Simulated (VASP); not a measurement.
Here is a VASP 6.6.1 calculation.

Contents of INCAR:

```
SYSTEM = FeGe
  PREC = Accurate
  ENCUT = 520
  EDIFF = 1E-7
  ISMEAR = -1
  SIGMA = 0.08
  LREAL = .FALSE.
  LASPH = .TRUE.
  NELM = 150
  ALGO = Normal
  ISIF = 2
  LWAVE = .FALSE.
  LCHARG = .TRUE.
  ISPIN = 2
  MAGMOM = 2.5 0
  LORBIT = 11
  LMAXMIX = 4
  GGA = PE
  LELF = .TRUE.
  LVHAR = .TRUE.
  NBANDS = 22
```

Contents of KPOINTS:

```
regular mesh
0
G
  14 14 14
  0 0 0
```

Contents of POSCAR:

```
FeGe
1.0
    0.0000000000      2.4035714065      2.4035714065
    2.4035714065      0.0000000000      2.4035714065
    2.4035714065      2.4035714065      0.0000000000
Fe Ge
1 1
Direct
    0.0000000000      0.0000000000      0.0000000000
    0.5000000000      0.5000000000      0.5000000000
```

Potentials or basis: VASP PAW PBE potentials, release 64 (Fe, Ge_d).

Command:

```sh
$ cat potpaw_PBE.64/Fe/POTCAR potpaw_PBE.64/Ge_d/POTCAR > POTCAR
$ mpirun -np 1 vasp_std > vasp.out
```

Problem. Estimate the site moments.

Solution. Fe +1.52; Ge -0.08 μB.

Problem. Predict the net moment.

Solution. 1.42 μB per cell.

Problem. Predict the pressure.

Solution. 6.3 GPa.
